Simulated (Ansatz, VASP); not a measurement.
BP in VASP and in Ansatz

File INCAR:

```
SYSTEM = BP
PREC     = Accurate       ! precision mode
ENCUT    = 520            ! plane-wave cutoff, eV
EDIFF    = 1E-6           ! SCF threshold, eV
ISMEAR   = -1             ! smearing method
SIGMA    = 0.05           ! smearing width, eV
LREAL    = .FALSE.        ! projectors in reciprocal space
LASPH    = .TRUE.         ! aspherical terms in the spheres
NELM     = 100            ! most SCF steps
ALGO     = Normal         ! electronic algorithm
ISIF     = 2              ! what is computed and relaxed
LWAVE    = .FALSE.        ! write WAVECAR
LCHARG   = .FALSE.        ! write CHGCAR
GGA      = PE             ! functional
NBANDS   = 11             ! bands
```

KPOINTS

```
regular mesh
0
G
  15 15 15
  0 0 0
```

The input POSCAR:

```
BP
1.0
    0.0000000000      2.2614113146      2.2614113146
    2.2614113146      0.0000000000      2.2614113146
    2.2614113146      2.2614113146      0.0000000000
B P
1 1
Direct
    0.0000000000      0.0000000000      0.0000000000
    0.7500000000      0.7500000000      0.7500000000
```

Input for Ansatz:

```yaml
crystal:
  lattice:
    - [0.0, 2.2614113146, 2.2614113146]
    - [2.2614113146, 0.0, 2.2614113146]
    - [2.2614113146, 2.2614113146, 0.0]
  atoms:
    - { symbol: B, position: [0.0, 0.0, 0.0] }
    - { symbol: P, position: [0.75, 0.75, 0.75] }
kpoints:
  mp_grid: { grid: [15, 15, 15] }
  band_path:
    path:
      - [0.0, 0.0, 0.0]
      - [-0.5, -0.5, 0.0]
      - [-0.375, -0.375, 0.25]
      - [-0.375, 0.0, 0.375]
      - [0.0, 0.0, 0.0]
      - [0.0, 0.0, 0.5]
      - [-0.5, -0.25, 0.25]
      - [-0.5, -0.5, 0.0]
    npoints: 5
scf:
  occupations: { method: fermi_dirac, width: 0.05 }
hamiltonian:
  xc: pbe
  pseudopotentials: { kind: all_electron, lapw: { basis_error: 0.001 } }
output:
  forces: true
  stress: true
  eigenvalues: true
```

Change from the starting cell: volume scaled by 0.99.

Alike in both runs: task single point; functional PBE; k mesh 15 × 15 × 15; occupations fermi-dirac, width 0.05 eV; no spin polarisation.

```csv
,VASP,Ansatz
version,VASP 6.6.1,Ansatz 0.2.0
potentials or method,"VASP PAW PBE potentials, release 64 (B, P), cutoff 520 eV","all-electron LAPW, scalar-relativistic"
```

VASP gave:

| Quantity | Value |
| --- | --- |
| pressure (GPa) | 2.6 |

Task: What did Ansatz give for the same quantities?

Result: Pressure (GPa): 2.8.

Ansatz ran all-electron here, and VASP with PAW potentials.
